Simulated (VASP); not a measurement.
Write the native input for VASP 6.6.1 that does the following.

```yaml
Task: single point
Functional: PBEsol
Potentials_or_basis: VASP PAW PBE potentials, release 64 (N)
Cutoff: 520 eV
k_mesh: 1 × 1 × 1
Occupations: methfessel-paxton, width 0.02 eV
Spin: no spin polarisation
Dipole_correction: no
Further_INCAR_settings: ALGO = Normal; EDIFF = 1e-06; NBANDS = 12
```

The structure of N2 lies in POSCAR:

```
N
1.0
    9.0000000000      0.0000000000      0.0000000000
    0.0000000000      9.5000000000      0.0000000000
    0.0000000000      0.0000000000     10.0000000000
N
2
Direct
    0.5000000000      0.5000000000      0.4450008387
    0.5000000000      0.5000000000      0.5549991613
```

The input as run:

INCAR

```
SYSTEM = N
  PREC = Accurate
  ENCUT = 520
  EDIFF = 1E-6
  ISMEAR = 1
  SIGMA = 0.02
  LREAL = .False.
  LASPH = .True.
  NELM = 60
  ALGO = Normal
  ISIF = 2
  LWAVE = .False.
  LCHARG = .False.
  GGA = PS
  NBANDS = 12
```

KPOINTS

```
regular mesh
0
Gamma
  1 1 1
  0 0 0
```

Potentials or basis: VASP PAW PBE potentials, release 64 (N).

Launch:

```sh
$ cat potpaw_PBE.64/N/POTCAR > POTCAR
$ mpirun -np 1 vasp_gam > vasp.out
```

Results of the run:

- Largest force: 1.867 eV/Å
- Gap between the frontier levels: 8.19 eV

Caveat: the standard files for N, O and F lose accuracy on very short bonds; the PAW data sets were made with another functional, which shifts forces and pressure a little.

Wall time 28 s on 1 thread of AMD EPYC 9R45 96-Core Processor (Zen 5), with other jobs on the host, peak memory 0.69 GiB.
